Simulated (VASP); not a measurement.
Crystal: LiH.

```
CELL_PARAMETERS angstrom
2.23318 0.00000 0.00000
-1.11659 1.93399 0.00000
0.00000 0.00000 3.64008
ATOMIC_POSITIONS crystal
Li 0.00000 0.00000 0.00000
Li 0.00000 0.00000 0.50000
H 0.33333 0.66667 0.25000
H 0.66667 0.33333 0.75000
```

```yaml
Program: VASP 6.6.1
Task: relaxation of cell and atoms
Functional: PBE
Potentials_or_basis: VASP PAW PBE potentials, release 64 (Li_sv, H)
Cutoff: 600 eV
k_mesh: 12 × 12 × 6
Occupations: fermi-dirac, width 0.02 eV
Spin: no spin polarisation
```

At the start: pressure 87.7 GPa; volume 3.93 Å³/atom.

How do energy, volume and symmetry change on relaxing?

Over 7 steps the energy falls by 648.1 meV/atom and the volume is 7.32 Å³/atom (+86.3 %); space group P6_3/mmc (No. 194, to 0.1 Å) before and after.

Step by step:
| step | energy change (eV) | largest force (eV/Å) | pressure (GPa) | volume (Å³) |
| --- | --- | --- | --- | --- |
| 1 | 0.0000 | 0.0000 | 87.69 | 15.72 |
| 2 | -1.9207 | 0.0000 | 31.34 | 21.13 |
| 3 | -2.5585 | 0.0000 | 5.30 | 27.12 |
| 4 | -2.5905 | 0.0000 | 0.76 | 28.89 |
| 5 | -2.5910 | 0.0000 | 0.05 | 29.21 |
| 6 | -2.5922 | 0.0000 | -0.01 | 29.26 |
| 7 | -2.5924 | 0.0000 | -0.05 | 29.29 |

Final structure:
```
Li H
1.0
     2.69088    0.00000    0.00000
    -1.34544    2.33037    0.00000
     0.00000    0.00000    4.67146
Li H
2 2
Direct
  0.00000 0.00000 0.00000
  0.00000 0.00000 0.50000
  0.33333 0.66667 0.25000
  0.66667 0.33333 0.75000
```

Caveat: the cutoff is under 1.25 times the usual one of these potentials, so pressure, stress and relaxed cells hold a basis-set (Pulay) error; the volume moved by over 15 % at a fixed basis, so the end points are rough.
